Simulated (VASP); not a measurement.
A run of VASP 6.6.1:

The input INCAR:

```
SYSTEM = CdAg
PREC = Accurate
ENCUT = 520
EDIFF = 1E-7
ISMEAR = 0
SIGMA = 0.15
LREAL = .FALSE.
LASPH = .TRUE.
NELM = 100
ALGO = Fast
ISIF = 2
LWAVE = .FALSE.
LCHARG = .FALSE.
GGA = PS
NBANDS = 18
```

Contents of KPOINTS:

```
regular mesh
0
G
  18 18 10
  0 0 0
```

POSCAR

```
CdAg
1.0
    1.6554122760     -2.3632896870      0.0000000000
    1.6554122760      2.3632896870      0.0000000000
    0.0000000000      0.0000000000      4.5525516922
Cd Ag
1 1
Direct
    0.5000000000      0.5000000000      0.5000000000
    0.0000000000      0.0000000000      0.0000000000
```

Potentials or basis: VASP PAW PBE potentials, release 64 (Cd, Ag).

The run is started by

```console
$ cat potpaw_PBE.64/Cd/POTCAR potpaw_PBE.64/Ag/POTCAR > POTCAR
$ mpirun -np 1 vasp_std > vasp.out
```

Hardware: 1 thread of Intel(R) Xeon(R) 6975P-C (Granite Rapids) (shared host).

Problem. Estimate the wall time of this run.

Solution. Run time: 91 s on 1 thread of Intel(R) Xeon(R) 6975P-C (Granite Rapids), with other jobs on the host, peak memory 0.45 GiB. Counts: scf iterations 13, k points 546.
